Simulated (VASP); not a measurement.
Set up this calculation in VASP 6.6.1, as the native input.

```
Task                   : single point
Functional             : PBE
Potentials or basis    : VASP PAW PBE potentials, release 64 (As)
Cutoff                 : 520 eV
k mesh                 : 8 × 8 × 6
Occupations            : fermi-dirac, width 0.05 eV
Spin                   : no spin polarisation
Dipole correction      : no
Further INCAR settings : ALGO = Normal; EDIFF = 1e-06; NBANDS = 18
```

The structure of As lies in POSCAR:

```
As
1.0
    1.8607934009     -5.6078705233      0.0000000000
    1.8607934009      5.6078705233      0.0000000000
    0.0000000000      0.0000000000      4.5576693162
As
4
Direct
    0.3900000000      0.6100000000      0.5600000000
    0.8900000000      0.1100000000      0.9400000000
    0.6100000000      0.3900000000      0.4400000000
    0.1100000000      0.8900000000      0.0600000000
```

The input as run:

INCAR

```
SYSTEM = As
PREC = Accurate
ENCUT = 520
EDIFF = 1E-6
ISMEAR = -1
SIGMA = 0.05
LREAL = .False.
LASPH = .True.
NELM = 100
ALGO = Normal
ISIF = 2
LWAVE = .False.
LCHARG = .True.
GGA = PE
LELF = .True.
LVHAR = .True.
NBANDS = 18
```

KPOINTS

```
Automatic mesh
0
Gamma
  8 8 6
  0 0 0
```

Potentials or basis: VASP PAW PBE potentials, release 64 (As).

Launch:

```bash
$ cat potpaw_PBE.64/As/POTCAR > POTCAR
$ mpirun -np 1 vasp_std > vasp.out
```

It gave:

```json
{"Pressure": "-0.7 GPa", "Largest force": "0.340 eV/Å", "Band gap on the k mesh": "0.12 eV, indirect (least direct gap 0.23 eV)"}
```

Run time: 98 s on 1 thread of Intel(R) Xeon(R) Platinum 8488C (Sapphire Rapids) (shared host), peak memory 0.32 GiB.
